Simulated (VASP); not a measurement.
Runs of VASP 6.6.1 on Re. The structure is that of space group Fm-3m (No. 225), or close to it. The cells are those of the table. 

```tsv
cell	further INCAR settings	gap on the mesh (eV)	pressure (GPa)
a = 2.794, b = 2.794, c = 2.915 Å, angles 58.6, 58.6, 57.1°, 1 atom	ALGO = Fast; EDIFF = 1e-06; NBANDS = 10	none	-16.3
a = 2.794, b = 2.794, c = 2.880 Å, angles 59.0, 59.0, 57.9°, 1 atom	ALGO = Fast; EDIFF = 1e-06; NBANDS = 10	none	-17.6
a = 2.794, b = 2.794, c = 2.898 Å, angles 58.8, 58.8, 57.5°, 1 atom	ALGO = Fast; EDIFF = 1e-06; NBANDS = 10	none	-17.0
a = 2.793, b = 2.793, c = 2.828 Å, angles 59.6, 59.6, 59.2°, 1 atom	ALGO = Fast; EDIFF = 1e-06; NBANDS = 10	none	(b)
a = 2.794, b = 2.794, c = 2.723 Å, angles 60.8, 60.8, 61.7°, 1 atom	ALGO = Fast; EDIFF = 1e-06; NBANDS = 10	none	(a)
a = 2.793, b = 2.793, c = 2.845 Å, angles 59.4, 59.4, 58.8°, 1 atom	ALGO = Fast; EDIFF = 1e-07; NBANDS = 10	none	-18.5
```

Alike in all rows: task single point; level PBEsol; potentials or basis VASP PAW PBE potentials, release 64 (Re); no spin polarisation; k mesh 20 × 20 × 20; cutoff (eV) 520; smearing gaussian 0.15 eV.

Task: Fill in the values left out.

Result: (a) -18.2; (b) -18.8.

Caveats: the cell stands under tension; the PAW data sets were made with another functional, which shifts forces and pressure a little; spin-orbit coupling is left out, which moves the levels of the heavy elements.

A k mesh can miss the band edges, and the runs leave out spin-orbit coupling on Re.

A gap of «none» marks levels without a gap at the run's occupations.
